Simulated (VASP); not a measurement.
# HCl (Fmmm) in VASP: further runs, part 2 of 2

VASP 6.6.1. Earlier steps stand in the parts before.

### 4 Single point, PBEsol (strain -0.0300 x Voigt [0, 0, 1, 0, 0, 0])

Contents of INCAR:

```
SYSTEM = HCl
  PREC = Accurate
  ENCUT = 520
  EDIFF = 1E-6
  ISMEAR = 0
  SIGMA = 0.15
  LREAL = .False.
  LASPH = .True.
  NELM = 80
  ALGO = Normal
  ISIF = 2
  LWAVE = .False.
  LCHARG = .False.
  GGA = PS
  NBANDS = 11
```

Contents of KPOINTS:

```
regular mesh
0
Gamma
  16 16 16
  0 0 0
```

Contents of POSCAR:

```
HCl
1.0
    0.0000000000      2.6750000000      2.7693500000
    2.5150000000      0.0000000000      2.7693500000
    2.5150000000      2.6750000000      0.0000000000
H Cl
1 1
Direct
    0.0000000000      0.0000000000      0.0000000000
    0.5000000000      0.5000000000      0.5000000000
```

Potentials or basis: VASP PAW PBE potentials, release 64 (H, Cl).

The run is started by

```bash
$ cat potpaw_PBE.64/H/POTCAR potpaw_PBE.64/Cl/POTCAR > POTCAR
$ mpirun -np 1 vasp_std > vasp.out
```

OUTCAR:

```text
SYSTEM = HCl
   PREC = Accurate
   ENCUT = 520
   EDIFF = 1E-6
   ISMEAR = 0
   LREAL = .False.
   LASPH = .True.
   NELM = 80
   ISIF = 2
   GGA = PS

 ion  position               nearest neighbor table
   1  0.000  0.000  0.000-
   2  0.500  0.500  0.500-

  LATTYP: Found a face centered orthorhombic cell.
 ALAT       =     5.0300000000
 B/A-ratio  =     1.0636182903
 C/A-ratio  =     1.1011332008

  Lattice vectors:

 A1 = (   0.0000000000,   2.6750000000,   2.7693500000)
 A2 = (   2.5150000000,   0.0000000000,   2.7693500000)
 A3 = (   2.5150000000,   2.6750000000,   0.0000000000)

Analysis of symmetry for initial positions (statically):
=====================================================================
 Subroutine PRICEL returns:
 Original cell was already a primitive cell.

 Routine SETGRP: Setting up the symmetry group for a
 face centered orthorhombic supercell.

 Subroutine GETGRP returns: Found  8 space group operations
 (whereof  8 operations were pure point group operations)
 out of a pool of  8 trial point group operations.

The static configuration has the point symmetry D_2h.

[... 164 lines left out ...]
 cond. band min:      -1.5404774015   @ k =  -0.0625   0.5000   0.4375
 fundamental gap:      0.0320211932
 Fermi energy:        -1.5458080857

 k-point     1 :       0.0000    0.0000    0.0000
  band No.  band energies     occupation
      1     -14.9813      2.00000
      2      -1.8022      1.98434
      3      -1.6963      1.84407
      4      -1.6396      1.62357
      5      -1.6077      1.44067
      6      10.1079      0.00000
      7      10.6886      0.00000
      8      10.9787      0.00000
      9      11.4577      0.00000
     10      13.0479      0.00000
     11      14.4606      0.00000
[... 309 lines left out ...]
 k-point    24 :      -0.0625    0.0625    0.0000
  band No.  band energies     occupation
      1     -14.9316      2.00000
      2      -2.7680      2.00000
      3      -1.7021      1.85948
      4      -1.6684      1.75209
      5      -0.7078      0.00000
      6       9.8366      0.00000
      7      10.5025      0.00000
      8      10.9155      0.00000
      9      11.4027      0.00000
     10      12.5753      0.00000
     11      13.2968      0.00000

 [... further k-points ...]
[... 5 lines left out ...]
  --------------------------------------------------------------------------------------
  -------------------------------------------------------------------------------------
  Total       -3.6568874     -2.2798730     -1.7463350      0.0000000      0.0000000      0.0000000
  in kB     -157.2362060    -98.0283314    -75.0876517      0.0000000      0.0000000      0.0000000
  external PRESSURE =    -110.1173963 kB  Pullay stress =       0.0000000 kB

 VOLUME and BASIS-vectors are now :
 -----------------------------------------------------------------------------
  energy-cutoff  :      520.00
  volume of cell :       37.26
      direct lattice vectors                 reciprocal lattice vectors
     0.000000000  2.675000000  2.769350000    -0.198807157  0.186915888  0.180547782
     2.515000000  0.000000000  2.769350000     0.198807157 -0.186915888  0.180547782
     2.515000000  2.675000000  0.000000000     0.198807157  0.186915888 -0.180547782

 POSITION                                       TOTAL-FORCE (eV/Angst)
 -----------------------------------------------------------------------------------
      0.00000      0.00000      0.00000         0.000000      0.000000     -0.000000
      2.51500      2.67500      2.76935        -0.000000     -0.000000      0.000000
 -----------------------------------------------------------------------------------
    total drift:                                0.000000     -0.000000      0.000000

  FREE ENERGIE OF THE ION-ELECTRON SYSTEM (eV)
  ---------------------------------------------------
  free  energy   TOTEN  =        -3.3158876410 eV

  energy  without entropy=       -3.3127796558  energy(sigma->0) =       -3.31433365
```

Wall time 2.2 min (1 thread of AMD EPYC 9R45 (Zen 5), shared host); peak memory 0.31 GiB.

Results:

| Item | Value |
| --- | --- |
| Free energy | -3.3159 eV |
| Pressure | -11.0 GPa |
| Band gap on the k mesh | zero (band 4 reaches -1.63 eV, above the bottom of band 5 at -1.90 eV) |

Stress tensor (GPa, compression positive):
```
-15.72   0.00   0.00
  0.00  -9.80   0.00
  0.00   0.00  -7.51
```

Caveat: the cell differs from its parent crystal (strain -0.0300 x Voigt [0, 0, 1, 0, 0, 0]); the PAW data sets were made with another functional, which shifts forces and pressure a little.

### 5 Single point, PBEsol (strain -0.0150 x Voigt [0, 0, 1, 0, 0, 0])

Contents of INCAR:

```
SYSTEM = HCl
PREC = Accurate
ENCUT = 520
EDIFF = 1E-6
ISMEAR = 0
SIGMA = 0.15
LREAL = .False.
LASPH = .True.
NELM = 100
ALGO = Normal
ISIF = 2
LWAVE = .False.
LCHARG = .True.
GGA = PS
LELF = .True.
LVHAR = .True.
NBANDS = 11
```

KPOINTS is that of step 4.

Contents of POSCAR:

```
HCl
1.0
    0.0000000000      2.6750000000      2.8121750000
    2.5150000000      0.0000000000      2.8121750000
    2.5150000000      2.6750000000      0.0000000000
H Cl
1 1
Direct
    0.0000000000      0.0000000000      0.0000000000
    0.5000000000      0.5000000000      0.5000000000
```

The run is started by

```bash
$ cat potpaw_PBE.64/H/POTCAR potpaw_PBE.64/Cl/POTCAR > POTCAR
$ mpirun -np 1 vasp_std > vasp.out
```

It took 2.5 min on 1 thread of AMD EPYC 9R45 (Zen 5), shared host; peak memory 0.31 GiB.

The run converged. Its results:

- Free energy: -3.2903 eV
- Pressure: -10.9 GPa
- Band gap on the k mesh: zero (band 4 reaches -1.73 eV, above the bottom of band 5 at -1.99 eV)

Stress tensor (GPa, compression positive):
```
-15.96   0.00   0.00
  0.00 -10.01   0.00
  0.00   0.00  -6.85
```

Levels at points of the mesh, in eV from the Fermi level:
| k point | band 2 | band 3 | band 4 | band 5 | band 6 | band 7 |
| --- | --- | --- | --- | --- | --- | --- |
| (0.00, 0.00, 0.00) | -0.27 | -0.16 | -0.10 | -0.06 | 11.45 | 12.15 |
| (0.50, 0.00, 0.00) | -3.52 | -0.43 | -0.29 | 2.63 | 7.82 | 10.71 |
| (0.50, 0.50, 0.00) | -2.14 | -0.92 | -0.61 | -0.20 | 9.47 | 11.89 |
| (0.50, 0.00, 0.50) | -2.17 | -1.15 | -0.61 | -0.27 | 9.32 | 12.45 |
| (0.00, 0.50, 0.50) | -2.18 | -1.13 | -0.88 | -0.34 | 9.01 | 13.21 |

Caveat: the cell differs from its parent crystal (strain -0.0150 x Voigt [0, 0, 1, 0, 0, 0]); the PAW data sets were made with another functional, which shifts forces and pressure a little.

### 6 Overview

```tsv
cell	gap on the mesh (eV)	pressure (GPa)
a = 3.789, b = 3.678, c = 3.672 Å, angles 62.1, 59.0, 58.9°, 2 atoms	none	-11.1
a = 3.820, b = 3.709, c = 3.672 Å, angles 62.3, 59.3, 58.4°, 2 atoms	none	-11.1
a = 3.850, b = 3.741, c = 3.672 Å, angles 62.6, 59.6, 57.8°, 2 atoms	none	-11.0
a = 3.881, b = 3.773, c = 3.672 Å, angles 62.8, 59.9, 57.3°, 2 atoms	none	-10.9
```

Alike in all rows: task single point; level PBEsol; potentials or basis VASP PAW PBE potentials, release 64 (H, Cl); no spin polarisation; k mesh 16 × 16 × 16; cutoff (eV) 520; smearing gaussian 0.15 eV.

Caveats: the PAW data sets were made with another functional, which shifts forces and pressure a little.

Total energies depend on the potentials used, so only differences within one code and one set of settings carry meaning.
